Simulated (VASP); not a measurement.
Set up this calculation in VASP 6.6.1, as the native input.

- Task: single point
- Functional: PBE0
- Potentials or basis: VASP PAW PBE potentials, release 64 (Zr_sv, C)
- Cutoff: 520 eV
- k mesh: 5 × 5 × 5
- Occupations: fermi-dirac, width 0.05 eV
- Spin: no spin polarisation
- Dipole correction: no
- Grid for exact exchange (PRECFOCK): Normal
- Further INCAR settings: ALGO = Normal; EDIFF = 1e-06; NBANDS = 15
- Share of exact exchange: 0.25

Crystal: ZrC.

```
CELL_PARAMETERS angstrom
0.00000 2.54552 2.54552
2.54552 0.00000 2.54552
2.54552 2.54552 0.00000
ATOMIC_POSITIONS crystal
Zr 0.50000 0.50000 0.50000
C 0.75000 0.75000 0.75000
```

These files were run (other wordings do the same):

POSCAR

```
ZrC
1.0
    0.0000000000      2.5455200000      2.5455200000
    2.5455200000      0.0000000000      2.5455200000
    2.5455200000      2.5455200000      0.0000000000
Zr C
1 1
Direct
    0.5000000000      0.5000000000      0.5000000000
    0.7500000000      0.7500000000      0.7500000000
```

INCAR.step1

```
PREC = Accurate ; ENCUT = 520
EDIFF = 1E-5 ; ISMEAR = -1
SIGMA = 0.05 ; LREAL = False
LASPH = True ; NELM = 100
ALGO = Normal ; ISIF = 2
LWAVE = True ; NBANDS = 15
GGA = PE
```

INCAR.step2

```
PREC = Accurate ; ENCUT = 520
EDIFF = 1E-6 ; ISMEAR = -1
SIGMA = 0.05 ; LREAL = False
LASPH = True ; NELM = 100
ALGO = Normal ; ISIF = 2
LWAVE = False ; LCHARG = True
GGA = PE ; LHFCALC = True
AEXX = 0.25 ; PRECFOCK = Normal
LELF = True ; LVHAR = True
NBANDS = 15 ; ISTART = 1
```

KPOINTS

```
regular mesh
0
Gamma
  5 5 5
```

Potentials or basis: VASP PAW PBE potentials, release 64 (Zr_sv, C).

Launch:

```bash
$ cat potpaw_PBE.64/Zr_sv/POTCAR potpaw_PBE.64/C/POTCAR > POTCAR
$ cp INCAR.step1 INCAR
$ mpirun -np 1 vasp_std > vasp.out
$ cp INCAR.step2 INCAR
$ mpirun -np 1 vasp_std > vasp.out
```

Results of the run:

```json
{
 "Pressure": "-1.3 GPa",
 "Band gap on the k mesh": "2.18 eV"
}
```

Caveat: the k points lie up to 0.43 Å⁻¹ apart; the PAW data sets were made with another functional, which shifts forces and pressure a little; an odd mesh through Γ misses points on the zone boundary, where band edges can lie.

Run time: 10 min on 1 thread of Intel(R) Xeon(R) Platinum 8259CL CPU @ 2.50GHz (Skylake/Cascade Lake), on a shared host, peak memory 0.17 GiB.
